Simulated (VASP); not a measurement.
Set up this calculation in VASP 6.6.1, as the native input.

```
Task                   : electric field gradients
Functional             : LDA
Potentials or basis    : VASP PAW LDA potentials, release 64 (Fe)
Cutoff                 : 520 eV
k mesh                 : 16 × 16 × 16
Occupations            : fermi-dirac, width 0.05 eV
Spin                   : collinear spin, ferromagnetic start
Starting moments       : [3.0] μB
Dipole correction      : no
Further INCAR settings : ALGO = Normal; EDIFF = 1e-08; NBANDS = 14
```

The structure of Fe lies in POSCAR:

```
Fe
1.0
    0.0000000000      1.9798226863      2.0036464209
    1.5278283418      0.0000000000      2.0036464209
    1.5278283418      1.9798226863      0.0000000000
Fe
1
Direct
    0.0000000000      0.0000000000      0.0000000000
```

This cell differs from its parent crystal: volume scaled by 1.06.

The input as run:

INCAR

```
SYSTEM = Fe
PREC = Accurate
ENCUT = 520
EDIFF = 1E-8
ISMEAR = -1
SIGMA = 0.05
LREAL = .False.
LASPH = .True.
NELM = 150
ALGO = Normal
ISIF = 2
LWAVE = .False.
LCHARG = .False.
ISPIN = 2
MAGMOM = 3
LORBIT = 11
LMAXMIX = 4
GGA = CA
LEFG = .True.
NBANDS = 14
```

KPOINTS

```
regular mesh
0
Gamma
  16 16 16
  0 0 0
```

Potentials or basis: VASP PAW LDA potentials, release 64 (Fe).

The run is started by

```console
$ cat potpaw_LDA.64/Fe/POTCAR > POTCAR
$ mpirun -np 1 vasp_std > vasp.out
```

Results of the run:

```yaml
Pressure: -25.9 GPa
Net_moment: 2.26 μB per cell
Site_moments: Fe +2.24 μB
Valence_electrons_inside_the_program's_atomic_spheres: Fe 7.16
```

Caveat: without QUAD_EFG the Cq values of the log hold for a quadrupole moment of 1 mb, not for the nuclei.

It took 4.2 min on 1 thread of Intel Xeon 8259CL, with other jobs on the host, peak memory 0.26 GiB.
